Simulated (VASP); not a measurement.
# Cu (Fm-3m) in VASP: settings compared, part 2 of 2

VASP 6.6.1. The steps go on from the part before.

### Step 5. Single point, PBEsol

The input, INCAR:

```
SYSTEM = Cu
PREC = Accurate
ENCUT = 520
EDIFF = 1E-7
ISMEAR = -1
SIGMA = 0.08
LREAL = .FALSE.
LASPH = .TRUE.
NELM = 100
ALGO = Normal
ISIF = 2
LWAVE = .FALSE.
LCHARG = .FALSE.
GGA = PS
NBANDS = 12
```

The input, KPOINTS:

```
regular mesh
0
G
  20 20 20
  0 0 0
```

The input, POSCAR:

```
Cu
1.0
    0.0000000000      1.5669487104      1.5669487104
    1.5669487104      0.0000000000      1.5669487104
    1.5669487104      1.5669487104      0.0000000000
Cu
1
Direct
    0.0000000000      0.0000000000      0.0000000000
```

Potentials or basis: VASP PAW PBE potentials, release 64 (Cu).

Started as:

```sh
> cat potpaw_PBE.64/Cu/POTCAR > POTCAR
> mpirun -np 1 vasp_std > vasp.out
```

OUTCAR:

```text
SYSTEM = Cu
   PREC = Accurate
   ENCUT = 520
   EDIFF = 1E-7
   ISMEAR = -1
   LREAL = .FALSE.
   LASPH = .TRUE.
   NELM = 100
   ISIF = 2
   GGA = PS

 ion  position               nearest neighbor table
   1  0.000  0.000  0.000-

  LATTYP: Found a face centered cubic cell.
 ALAT       =     3.1338974208

  Lattice vectors:

 A1 = (   0.0000000000,   1.5669487104,   1.5669487104)
 A2 = (   1.5669487104,   0.0000000000,   1.5669487104)
 A3 = (   1.5669487104,   1.5669487104,   0.0000000000)

Analysis of symmetry for initial positions (statically):
=====================================================================
 Subroutine PRICEL returns:
 Original cell was already a primitive cell.

 Routine SETGRP: Setting up the symmetry group for a
 face centered cubic supercell.

 Subroutine GETGRP returns: Found 48 space group operations
 (whereof 48 operations were pure point group operations)
 out of a pool of 48 trial point group operations.

The static configuration has the point symmetry O_h .

Analysis of symmetry for dynamics (positions and initial velocities):
=====================================================================
 Subroutine PRICEL returns:
[... 159 lines left out ...]
 Fermi energy:        14.3100132114

 k-point     1 :       0.0000    0.0000    0.0000
  band No.  band energies     occupation
      1       0.9158      2.00000
      2       9.3207      2.00000
      3       9.3207      2.00000
      4       9.3207      2.00000
      5      10.9317      2.00000
      6      10.9317      2.00000
      7      39.8337      0.00000
      8      46.0717      0.00000
      9      46.0717      0.00000
     10      46.0717      0.00000
     11      50.0465      0.00000
     12      50.0465      0.00000
[... 331 lines left out ...]
 k-point    24 :      -0.3500    0.0500    0.0000
  band No.  band energies     occupation
      1       5.5434      2.00000
      2       9.3423      2.00000
      3       9.4267      2.00000
      4       9.5258      2.00000
      5      11.5187      2.00000
      6      12.0125      2.00000
      7      24.5306      0.00000
      8      38.2122      0.00000
      9      42.1355      0.00000
     10      45.1757      0.00000
     11      46.5214      0.00000
     12      48.8438      0.00000

 [... further k-points ...]
[... 5 lines left out ...]
  --------------------------------------------------------------------------------------
  -------------------------------------------------------------------------------------
  Total        8.1217622      8.1217622      8.1217622     -0.0000000     -0.0000000      0.0000000
  in kB     1691.0891943   1691.0891943   1691.0891943     -0.0000000     -0.0000000      0.0000000
  external PRESSURE =    1691.0891943 kB  Pullay stress =       0.0000000 kB

 VOLUME and BASIS-vectors are now :
 -----------------------------------------------------------------------------
  energy-cutoff  :      520.00
  volume of cell :        7.69
      direct lattice vectors                 reciprocal lattice vectors
     0.000000000  1.566948710  1.566948710    -0.319091491  0.319091491  0.319091491
     1.566948710  0.000000000  1.566948710     0.319091491 -0.319091491  0.319091491
     1.566948710  1.566948710  0.000000000     0.319091491  0.319091491 -0.319091491

 POSITION                                       TOTAL-FORCE (eV/Angst)
 -----------------------------------------------------------------------------------
      0.00000      0.00000      0.00000         0.000000      0.000000      0.000000
 -----------------------------------------------------------------------------------
    total drift:                                0.000000     -0.000000     -0.000000

  FREE ENERGIE OF THE ION-ELECTRON SYSTEM (eV)
  ---------------------------------------------------
  free  energy   TOTEN  =        -2.9900684685 eV

  energy  without entropy=       -2.9849995286  energy(sigma->0) =       -2.98753400
```

OSZICAR:

```text
N       E                     dE             d eps       ncg     rms          rms(c)
DAV:   1     0.372766449753E+02    0.37277E+02   -0.53052E+03  7400   0.172E+03
DAV:   2    -0.307153477999E+01   -0.40348E+02   -0.37478E+02  6444   0.213E+02
DAV:   3    -0.403694541299E+01   -0.96541E+00   -0.96218E+00  6852   0.355E+01
DAV:   4    -0.404111234411E+01   -0.41669E-02   -0.41665E-02  7036   0.209E+00
DAV:   5    -0.404113820022E+01   -0.25856E-04   -0.25854E-04  7060   0.168E-01    0.822E+00
DAV:   6    -0.314580168926E+01    0.89534E+00   -0.79869E+00  7288   0.615E+01    0.111E+00
DAV:   7    -0.302508568527E+01    0.12072E+00   -0.56922E-01  7404   0.164E+01    0.982E-01
DAV:   8    -0.299014124755E+01    0.34944E-01   -0.20408E-02  8440   0.192E+00    0.577E-02
DAV:   9    -0.299005392583E+01    0.87322E-04   -0.39251E-04  9216   0.298E-01    0.238E-02
DAV:  10    -0.299007050707E+01   -0.16581E-04   -0.84571E-06  7192   0.502E-02    0.561E-03
DAV:  11    -0.299006850641E+01    0.20007E-05   -0.10273E-06  6536   0.149E-02    0.541E-04
DAV:  12    -0.299006846849E+01    0.37920E-07   -0.12187E-08  4332   0.134E-03
   1 F= -.29900685E+01 E0= -.29875340E+01  d E =-.506894E-02
```

It took 41 s on 1 thread of AMD EPYC 7R13, shared host; peak memory 0.1 GiB.

What came out:

- Free energy: -2.9901 eV
- Pressure: 169.1 GPa

Caveat: the PAW data sets were made with another functional, which shifts forces and pressure a little.

### Step 6. Single point, revPBE

This run uses another cell than the first one, of 7.69 Å³/atom, 1.360 times its volume.

The input, INCAR:

```
SYSTEM = Cu
PREC = Accurate
ENCUT = 520
EDIFF = 1E-7
ISMEAR = -1
SIGMA = 0.08
LREAL = .FALSE.
LASPH = .TRUE.
NELM = 80
ALGO = Normal
ISIF = 2
LWAVE = .FALSE.
LCHARG = .TRUE.
GGA = RE
LELF = .TRUE.
LVHAR = .TRUE.
NBANDS = 12
```

KPOINTS is that of step 5.

POSCAR is that of step 5.

Potentials or basis: VASP PAW PBE potentials, release 64 (Cu).

Started as:

```sh
> cat potpaw_PBE.64/Cu/POTCAR > POTCAR
> mpirun -np 1 vasp_std > vasp.out
```

OUTCAR:

```text
SYSTEM = Cu
   PREC = Accurate
   ENCUT = 520
   EDIFF = 1E-7
   ISMEAR = -1
   LREAL = .FALSE.
   LASPH = .TRUE.
   NELM = 80
   ISIF = 2
   GGA = RE

 ion  position               nearest neighbor table
   1  0.000  0.000  0.000-

  LATTYP: Found a face centered cubic cell.
 ALAT       =     3.1338974208

  Lattice vectors:

 A1 = (   0.0000000000,   1.5669487104,   1.5669487104)
 A2 = (   1.5669487104,   0.0000000000,   1.5669487104)
 A3 = (   1.5669487104,   1.5669487104,   0.0000000000)

Analysis of symmetry for initial positions (statically):
[... 530 lines left out ...]
      7      24.8767      0.00000
      8      38.5184      0.00000
      9      42.5286      0.00000
     10      45.6039      0.00000
     11      46.8830      0.00000
     12      49.2161      0.00000

 [... further k-points ...]
[... 5 lines left out ...]
  --------------------------------------------------------------------------------------
  -------------------------------------------------------------------------------------
  Total        9.2794150      9.2794150      9.2794150     -0.0000000     -0.0000000      0.0000000
  in kB     1932.1322174   1932.1322174   1932.1322174     -0.0000000     -0.0000000      0.0000000
  external PRESSURE =    1932.1322174 kB  Pullay stress =       0.0000000 kB

 VOLUME and BASIS-vectors are now :
 -----------------------------------------------------------------------------
  energy-cutoff  :      520.00
  volume of cell :        7.69
      direct lattice vectors                 reciprocal lattice vectors
     0.000000000  1.566948710  1.566948710    -0.319091491  0.319091491  0.319091491
     1.566948710  0.000000000  1.566948710     0.319091491 -0.319091491  0.319091491
     1.566948710  1.566948710  0.000000000     0.319091491  0.319091491 -0.319091491

 POSITION                                       TOTAL-FORCE (eV/Angst)
 -----------------------------------------------------------------------------------
      0.00000      0.00000      0.00000        -0.000000     -0.000000     -0.000000
 -----------------------------------------------------------------------------------
    total drift:                                0.000000      0.000000     -0.000000

  FREE ENERGIE OF THE ION-ELECTRON SYSTEM (eV)
  ---------------------------------------------------
  free  energy   TOTEN  =        -1.6003118024 eV

  energy  without entropy=       -1.5952534614  energy(sigma->0) =       -1.59778263
```

stdout:

```text
POSCAR found type information on POSCAR Cu
 POSCAR found :  1 types and       1 ions
 scaLAPACK will be used
 -----------------------------------------------------------------------------
|                                                                             |
|                                                                             |
|     You enforced a specific xc type in the INCAR file but a different       |
|     I HOPE YOU KNOW WHAT YOU ARE DOING!                                     |
|                                                                             |
 -----------------------------------------------------------------------------

 LDA part: xc-table for (Slater+PW92), standard interpolation
 POSCAR, INCAR and KPOINTS ok, starting setup
 FFT: planning ... GRIDC
 FFT: planning ... GRID_SOFT
 FFT: planning ... GRID
 WAVECAR not read
 entering main loop
```

Wall time 43 s (1 thread of AMD EPYC 7R13, shared host); peak memory 0.1 GiB.

Results:

* Free energy: -1.6003 eV
* Pressure: 193.2 GPa

Levels at points of the mesh, in eV from the Fermi level:
```
           k point  band 4  band 5  band 6  band 7  band 8  band 9
(0.00, 0.00, 0.00)   -5.00   -3.40   -3.40   25.51   31.81   31.81
(0.50, 0.00, 0.00)   -2.62   -2.31   -2.31    6.35   23.82   29.36
(0.50, 0.50, 0.00)   -2.03   -2.03    1.04   10.45   16.64   16.64
```

Caveat: the PAW data sets were made with another functional, which shifts forces and pressure a little.

### Step 7. Overview

| level | cell | gap on the mesh (eV) | pressure (GPa) |
| --- | --- | --- | --- |
| PBEsol | a = 2.102 Å, angles 60.0°, 1 atom | none | 352.0 |
| PBEsol | a = 2.216 Å, angles 60.0°, 1 atom | none | 169.1 |
| revPBE | a = 2.216 Å, angles 60.0°, 1 atom | none | 193.2 |

Alike in all rows: task single point; potentials or basis VASP PAW PBE potentials, release 64 (Cu); no spin polarisation; k mesh 20 × 20 × 20; cutoff (eV) 520; smearing fermi-dirac 0.08 eV.

Caveats: the PAW data sets were made with another functional, which shifts forces and pressure a little.

Total energies depend on the potentials used, so only differences within one code and one set of settings carry meaning.
